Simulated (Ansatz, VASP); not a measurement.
## Two plane-wave programs on Si2C

```
Si C
1.0
     5.27197    0.00000    0.00000
    -2.63598    4.56566    0.00000
     0.00000    0.00000    2.73297
Si C
4 2
Direct
  0.00000 0.00000 0.00000
  0.41287 0.00000 0.50000
  0.00000 0.41287 0.50000
  0.58713 0.58713 0.50000
  0.66667 0.33333 0.00000
  0.33333 0.66667 0.00000
```

Alike in both runs: functional PBE; k mesh 12 × 12 × 14; occupations gaussian, width 0.1 eV; no spin polarisation.

Ansatz relaxed the structure, and its values are those at the end. VASP's run is a single point on that final structure, the one shown.

|  | VASP | Ansatz |
| --- | --- | --- |
| version | VASP 6.6.1 | Ansatz 0.2.0 |
| potentials or method | VASP PAW PBE potentials, release 64 (Si, C), cutoff 520 eV | scalar-relativistic, plane waves, PAW |
| valence electrons in the cell | 24 | 24 |

```tsv
	VASP	Ansatz	Ansatz less VASP
gap on the k mesh at the Fermi level (eV)	none	none	-
pressure (GPa)	0.0	0.0	-0.02
rms of the force components (eV/Å)	0.003	0.000	-0.0030
```

A gap of «none» marks a metal or a gap that the smearing closes.
